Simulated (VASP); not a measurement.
## Li2Zn3S: single point with PBE

Li2Zn3S:

```
CELL_PARAMETERS angstrom
4.82073 0.00000 0.00000
-2.41037 4.17488 0.00000
0.00000 0.00000 5.46284
ATOMIC_POSITIONS crystal
Li 0.33333 0.66667 0.00000
Li 0.66667 0.33333 0.00000
Zn 0.50000 0.00000 0.50000
Zn 0.50000 0.50000 0.50000
Zn 0.00000 0.50000 0.50000
S 0.00000 0.00000 0.00000
```

The cell was generated, and may not be a known phase.

| Item | Value |
| --- | --- |
| Program | VASP 6.6.1 |
| Task | single point |
| Functional | PBE |
| Potentials or basis | VASP PAW PBE potentials, release 64 (Li_sv, Zn, S) |
| Cutoff | 750 eV |
| k mesh | 12 × 12 × 8 |
| Occupations | gaussian, width 0.1 eV |
| Spin | no spin polarisation |
| Dipole correction | no |
| Further INCAR settings | ALGO = Normal; EDIFF = 1e-06; NBANDS = 33 |

The pressure is 0.1 GPa and the band gap on the k mesh is zero (bands 24 and 25 overlap by 1.04 eV).

Stress tensor (GPa, compression positive):
```
 0.19  0.00  0.00
 0.00  0.19  0.00
 0.00  0.00 -0.02
```

Levels at points of the mesh, in eV from the Fermi level:
```tsv
k point	band 22	band 23	band 24	band 25	band 26	band 27
(0.00, 0.00, 0.00)	-2.83	-1.37	0.66	0.90	0.90	2.11
(0.50, 0.00, 0.00)	-2.68	-2.38	-0.47	-0.04	0.43	2.16
(0.00, 0.00, 0.50)	-1.78	-1.46	-1.43	1.39	1.39	1.93
(0.50, 0.00, 0.50)	-3.18	-2.12	-0.38	0.36	1.20	1.65
```

Wall time 5.4 min on 1 thread of Intel(R) Xeon(R) 6975P-C (Granite Rapids), on a shared host, peak memory 0.67 GiB.
